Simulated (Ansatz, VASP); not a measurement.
## Two plane-wave programs on InSb

```
In Sb
1.0
     0.00000    2.88586    4.08060
     2.88586    0.00000    4.08060
     2.88586    2.88586    0.00000
In Sb
1 1
Direct
  0.00000 0.00000 0.00000
  0.75000 0.75000 0.75000
```

Alike in both runs: task single point; functional PBE; k mesh 14 × 14 × 14; occupations gaussian, width 0.15 eV; no spin polarisation.

|  | VASP | Ansatz |
| --- | --- | --- |
| version | VASP 6.6.1 | Ansatz 0.2.0 |
| potentials or method | VASP PAW PBE potentials, release 64 (In_d, Sb), cutoff 520 eV | scalar-relativistic, plane waves, PAW |
| valence electrons in the cell | 18 | 28 |

|  | VASP | Ansatz | Ansatz less VASP |
| --- | --- | --- | --- |
| gap on the k mesh at the Fermi level (eV) | none | none | - |
| pressure (GPa) | 2.2 | 2.2 | +0.02 |
| traceless stress, the component that is largest in VASP (GPa) | -5.74 | -5.76 | -0.015 |

A gap of «none» marks a metal or a gap that the smearing closes. VASP's potentials hold 18 valence electrons a cell and Ansatz's 28, so a difference there can come from the potentials and not from the codes.

Spin-orbit coupling is off throughout.
